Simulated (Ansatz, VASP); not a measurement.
## KTaO3 in VASP and in Ansatz

```
K Ta O
1.0
     4.10335    0.00000    0.00000
     0.00000    4.10335    0.00000
     0.00000    0.00000    4.10335
K Ta O
1 1 3
Direct
  0.00000 0.00000 0.00000
  0.50000 0.50000 0.50000
  0.50000 0.00000 0.50000
  0.50000 0.50000 0.00000
  0.00000 0.50000 0.50000
```

Alike in both runs: task single point; functional PBE; k mesh 8 × 8 × 8; occupations gaussian, width 0.02 eV; no spin polarisation.

|  | VASP | Ansatz |
| --- | --- | --- |
| version | VASP 6.6.1 | Ansatz 0.2.0 |
| potentials or method | VASP PAW PBE potentials, release 64 (K_sv, Ta_pv, O), cutoff 520 eV | scalar-relativistic, plane waves, PAW |
| valence electrons in the cell | 38 | 40 |

```csv
,VASP,Ansatz,Ansatz less VASP
gap on the k mesh at the Fermi level (eV),1.98,2.02,+0.041
least direct gap on the mesh (eV),2.62,2.66,+0.034
pressure (GPa),-9.2,-9.6,-0.42
```

VASP's potentials hold 38 valence electrons a cell and Ansatz's 40, so a difference there can come from the potentials and not from the codes.

Neither program's run includes spin-orbit coupling.
